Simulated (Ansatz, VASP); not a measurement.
# InP: VASP beside Ansatz

The input INCAR:

```
PREC = Accurate ; ENCUT = 450
EDIFF = 1E-7 ; ISMEAR = 0
SIGMA = 0.02 ; LREAL = F
LASPH = T ; NELM = 120
ALGO = Normal ; ISIF = 2
LWAVE = F ; LCHARG = F
GGA = PE ; IBRION = 2
NSW = 60 ; EDIFFG = -0.002
GGA_COMPAT = F ; NELMIN = 4
```

File KPOINTS:

```
Automatic mesh
0
Gamma
  10 10 10
```

POSCAR

```
InP
1.0
    0.0000000000      2.8693094203      3.0932448591
    2.8693094203      0.0000000000      3.0932448591
    2.8693094203      2.8693094203      0.0000000000
In P
1 1
Direct
    0.0000000000      0.0000000000      0.0000000000
    0.2500000000      0.2500000000      0.2500000000
```

Input for Ansatz:

```yaml
crystal:
  lattice:
    - [0.0, 2.8693094203, 3.0932448591]
    - [2.8693094203, 0.0, 3.0932448591]
    - [2.8693094203, 2.8693094203, 0.0]
  atoms:
    - { symbol: In, position: [0.0, 0.0, 0.0] }
    - { symbol: P, position: [0.25, 0.25, 0.25] }
basis:
  ecutwfc: 420
kpoints:
  mp_grid: { grid: [10, 10, 10] }
hamiltonian:
  xc: pbe
scf:
  occupations: { method: gaussian, width: 0.02 }
output:
  forces: true
  stress: true
  eigenvalues: true
relax:
  adjacent_minimum: "off"
  f_tol: 0.002
  max_steps: 40
```

Change from the starting cell: strained cell.

Alike in both runs: task relaxation of the atoms; functional PBE; k mesh 10 × 10 × 10; occupations gaussian, width 0.02 eV; no spin polarisation.

|  | VASP | Ansatz |
| --- | --- | --- |
| version | VASP 6.6.1 | Ansatz 0.2.0 |
| potentials or method | VASP PAW PBE potentials, release 64 (In_d, P), cutoff 450 eV | scalar-relativistic, plane waves, PAW |
| valence electrons in the cell | 18 | 18 |

|  | VASP | Ansatz | Ansatz less VASP |
| --- | --- | --- | --- |
| gap on the k mesh at the Fermi level, each at its own relaxed structure (eV) | 0.49 | 0.49 | +0.003 |

Ansatz's warnings: stress scf threshold loose.

Noted on VASP's run: the relaxation stopped at its first step, so nothing moved.
